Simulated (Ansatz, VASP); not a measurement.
# One calculation of Yb, two programs

File POSCAR:

```
Yb
1.0
    3.9284376813      0.0000000000      0.0000000000
   -1.9642188407      3.4021268292      0.0000000000
    0.0000000000      0.0000000000      6.5021188904
Yb
2
Direct
    0.6666666667      0.3333333333      0.7500000000
    0.3333333333      0.6666666667      0.2500000000
```

INCAR.step1

```
PREC = Accurate
ENCUT = 520
ISMEAR = -1
SIGMA = 0.03
LREAL = F
LASPH = T
NELM = 100
NBANDS = 31
GGA = PE
ALGO = Normal
EDIFF = 1E-4
LWAVE = T
LCHARG = F
```

The input INCAR.step2:

```
PREC = Accurate
ENCUT = 520
EDIFF = 1E-8
ISMEAR = -1
SIGMA = 0.03
LREAL = F
LASPH = T
NELM = 100
ALGO = Normal
ISIF = 2
LWAVE = F
LCHARG = F
METAGGA = R2SCAN
LMIXTAU = T
LEFG = T
NBANDS = 31
ISTART = 1
```

File KPOINTS:

```
regular mesh
0
Gamma
  12 12 7
```

Input for Ansatz:

```yaml
crystal:
  lattice:
    - [3.9284376813, 0.0, 0.0]
    - [-1.9642188407, 3.4021268292, 0.0]
    - [0.0, 0.0, 6.5021188904]
  atoms:
    - { symbol: Yb, position: [0.6666666667, 0.3333333333, 0.75] }
    - { symbol: Yb, position: [0.3333333333, 0.6666666667, 0.25] }
kpoints:
  mp_grid: { grid: [12, 12, 7] }
scf:
  occupations: { method: fermi_dirac, width: 0.03 }
hamiltonian:
  xc: r2scan
  pseudopotentials: { kind: paw }
output:
  forces: true
  stress: true
  eigenvalues: true
  efg: { contact_densities: true }
```

Change from the starting cell: volume scaled by 1.06, PAW files.

Alike in both runs: task electric field gradients; functional r2SCAN; k mesh 12 × 12 × 7; occupations fermi-dirac, width 0.03 eV; no spin polarisation.

|  | VASP | Ansatz |
| --- | --- | --- |
| version | VASP 6.6.1 | Ansatz 0.2.0 |
| potentials or method | VASP PAW PBE potentials, release 64 (Yb) | PAW with Ansatz's default frozen-core files, scalar-relativistic |
| plane-wave cutoff (eV) | 520 | 500 |
| valence electrons in the cell | 48 | 48 |

|  | VASP | Ansatz | Ansatz less VASP |
| --- | --- | --- | --- |
| pressure (GPa) | -3.2 | -2.9 | +0.32 |
| traceless stress, the component that is largest in VASP (GPa) | -0.08 | -0.07 | +0.002 |
| size of Vzz on the site where it differs most (V/Å²) | 20.7 | 21.0 | +0.26 |

VASP's potentials were made for PBE, not for r2SCAN.

Neither program's run includes spin-orbit coupling.
